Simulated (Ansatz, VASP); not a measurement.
**One calculation of HfSi3O8, two programs**

```
CELL_PARAMETERS angstrom
5.49954 -0.01039 0.00518
-0.01039 5.64273 -0.04919
0.00752 -0.07141 7.88342
ATOMIC_POSITIONS crystal
Hf 0.01052 0.98660 0.50563
Si 0.50402 0.99740 0.78384
Si 0.99747 0.49808 0.20938
Si 0.49368 0.51397 0.99748
O 0.73915 0.99933 0.65298
O 0.25353 0.50584 0.10209
O 0.26327 0.99836 0.64658
O 0.74265 0.49794 0.10402
O 0.99579 0.27103 0.34960
O 0.50995 0.73973 0.89069
O 0.99712 0.73651 0.34694
O 0.49285 0.25520 0.91077
```

Change from the starting cell: cell x1, atoms moved at random (sigma 0.05 Å) and cell strained at random (1.5 %), then relaxed without symmetry.

Alike in both runs: task relaxation of cell and atoms; functional PBE; k mesh 4 × 4 × 2; occupations gaussian, width 0.1 eV; no spin polarisation.

```csv
,VASP,Ansatz
version,VASP 6.6.1,Ansatz 0.2.0
potentials or method,"VASP PAW PBE potentials, release 64 (Hf_pv, Si, O), cutoff 600 eV","scalar-relativistic, plane waves, PAW"
valence electrons in the cell,70,86
```

Ansatz gave:

- gap on the k mesh at the Fermi level, each at its own relaxed structure (eV): 5.10
- relaxed volume (Å³/atom): 18.29
- relaxed length of the cell vector where the two differ most in proportion (Å): 7.606

Which values does VASP return?

gap on the k mesh at the Fermi level, each at its own relaxed structure (eV): 4.68; relaxed volume (Å³/atom): 20.07; relaxed length of the cell vector where the two differ most in proportion (Å): 7.980.

One of these differences is far larger than is usual between the two programs; its cause wasn't traced. VASP's potentials hold 70 valence electrons a cell and Ansatz's 86, so a difference there can come from the potentials and not from the codes.

Neither program's run includes spin-orbit coupling.
